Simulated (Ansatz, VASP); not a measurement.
## Tl: VASP beside Ansatz

File INCAR:

```
SYSTEM = Tl
  PREC = Accurate
  ENCUT = 520
  EDIFF = 1E-6
  ISMEAR = -1
  SIGMA = 0.05
  LREAL = .False.
  LASPH = .True.
  NELM = 80
  ALGO = Normal
  ISIF = 2
  LWAVE = .False.
  LCHARG = .False.
  NBANDS = 20
```

Contents of KPOINTS:

```
regular mesh
0
Gamma
  11 11 6
  0 0 0
```

Contents of POSCAR:

```
Tl
1.0
    3.4559983565      0.0000000000      0.0000000000
   -1.7279991783      2.9929823722      0.0000000000
    0.0000000000      0.0000000000      5.4145000000
Tl
2
Direct
    0.3333333333      0.6666666667      0.2500000000
    0.6666666667      0.3333333333      0.7500000000
```

Input for Ansatz:

```yaml
crystal:
  lattice:
    - [3.4559983565, 0.0, 0.0]
    - [-1.7279991783, 2.9929823722, 0.0]
    - [0.0, 0.0, 5.4145]
  atoms:
    - { symbol: Tl, position: [0.3333333333, 0.6666666667, 0.25] }
    - { symbol: Tl, position: [0.6666666667, 0.3333333333, 0.75] }
kpoints:
  mp_grid: { grid: [11, 11, 6] }
  band_path:
    path:
      - [0.0, 0.0, 0.0]
      - [0.5, 0.0, 0.0]
      - [0.3333333333, 0.3333333333, 0.0]
      - [0.0, 0.0, 0.0]
      - [0.0, 0.0, 0.5]
      - [0.5, 0.0, 0.5]
      - [0.3333333333, 0.3333333333, 0.5]
      - [0.0, 0.0, 0.5]
      - [0.5, 0.0, 0.5]
    npoints: 5
scf:
  occupations: { method: fermi_dirac, width: 0.05 }
hamiltonian:
  xc: lda
  pseudopotentials: { kind: all_electron, lapw: { basis_error: 0.0005 } }
output:
  forces: true
  stress: true
  eigenvalues: true
```

Change from the starting cell: zz strain of -2 %.

Alike in both runs: task single point; functional LDA; k mesh 11 × 11 × 6; occupations fermi-dirac, width 0.05 eV; no spin polarisation.

|  | VASP | Ansatz |
| --- | --- | --- |
| version | VASP 6.6.1 | Ansatz 0.2.0 |
| potentials or method | VASP PAW LDA potentials, release 64 (Tl_d), cutoff 520 eV | all-electron LAPW, scalar-relativistic |

|  | VASP | Ansatz | Ansatz less VASP |
| --- | --- | --- | --- |
| pressure (GPa) | -0.9 | -0.9 | -0.06 |
| traceless stress, the component that is largest in VASP (GPa) | 0.42 | 0.38 | -0.045 |

LDA's correlation is that of Perdew and Zunger in VASP and of Perdew and Wang (1992) in Ansatz. Ansatz ran all-electron here, and VASP with PAW potentials.

Spin-orbit coupling is off throughout.
